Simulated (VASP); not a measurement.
Set up this calculation in VASP 6.6.1, as the native input.

```yaml
Task: single point
Functional: BLYP
Potentials_or_basis: VASP PAW PBE potentials, release 64 (Sc_sv)
Cutoff: 520 eV
k_mesh: 12 × 12 × 12
Occupations: fermi-dirac, width 0.1 eV
Spin: no spin polarisation
Dipole_correction: no
Further_INCAR_settings: ALGO = Normal; EDIFF = 1e-07; NBANDS = 12
```

The structure of Sc lies in POSCAR:

```
Sc
1.0
   -1.8480007738      1.8480007738      1.8480007738
    1.8480007738     -1.8480007738      1.8480007738
    1.8480007738      1.8480007738     -1.8480007738
Sc
1
Direct
    0.0000000000      0.0000000000      0.0000000000
```

These files were run (other wordings do the same):

INCAR

```
  AGGAC = 1.0
  AGGAX = 1.0
  ALDAC = 0.0
  ALDAX = 1.0
  ALGO = Normal
  EDIFF = 1E-7
  ENCUT = 520
  GGA = B5
  ISIF = 2
  ISMEAR = -1
  LASPH = True
  LCHARG = False
  LREAL = False
  LWAVE = False
  NBANDS = 12
  NELM = 100
  PREC = Accurate
  SIGMA = 0.1
```

KPOINTS

```
k-points
0
Gamma
  12 12 12
```

Potentials or basis: VASP PAW PBE potentials, release 64 (Sc_sv).

Launch:

```bash
$ cat potpaw_PBE.64/Sc_sv/POTCAR > POTCAR
$ mpirun -np 1 vasp_std > vasp.out
```

It gave:

The pressure is 0.0 GPa.

Caveat: the PAW data sets were made with another functional, which shifts forces and pressure a little.

It took 25 s on 1 thread of AMD EPYC 9R14 (Zen 4), on a shared host, peak memory 0.11 GiB.
